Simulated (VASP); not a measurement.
The system is Os.

```xyz
1
Lattice="0.0000 1.9450 1.9450 1.9450 0.0000 1.9450 1.9450 1.9450 0.0000" Properties=species:S:1:pos:R:3 pbc="T T T"
Os    0.0000    0.0000    0.0000
```

Base run:

```yaml
Program: VASP 6.6.1
Functional: PBE
Potentials_or_basis: VASP PAW PBE potentials, release 64 (Os)
Cutoff: 520 eV
k_mesh: 12 × 12 × 12
Occupations: fermi-dirac, width 0.05 eV
Spin: no spin polarisation
```

Its results: band gap on the k mesh zero (band 4 reaches 10.85 eV, above the bottom of band 5 at 7.31 eV); pressure -10.3 GPa.

Problem. After a change of settings the same cell gave: band gap on the k mesh zero (band 4 reaches 10.85 eV, above the bottom of band 5 at 7.31 eV); pressure -17.3 GPa. Which change was it?
A. dispersion from none to D3(BJ)
B. functional from PBE to PBEsol; cutoff from 520 eV to 600 eV; occupations from fermi-dirac, width 0.05 eV to methfessel-paxton, width 0.05 eV
C. occupations from fermi-dirac, width 0.05 eV to gaussian, width 0.02 eV; further incar settings from ALGO = Normal; EDIFF = 1e-06; NBANDS = 10 to ALGO = Fast; EDIFF = 1e-07; NBANDS = 10

Solution. A.

Dispersion adds attraction, which lowers the pressure at fixed volume and, as a term added to the energy, leaves the levels alone.

Caveats: spin-orbit coupling is left out, which moves the levels of the heavy elements; three body term missing (some runs); pairwise dispersion overbinds metals, which lowers pressure and volume (some runs).
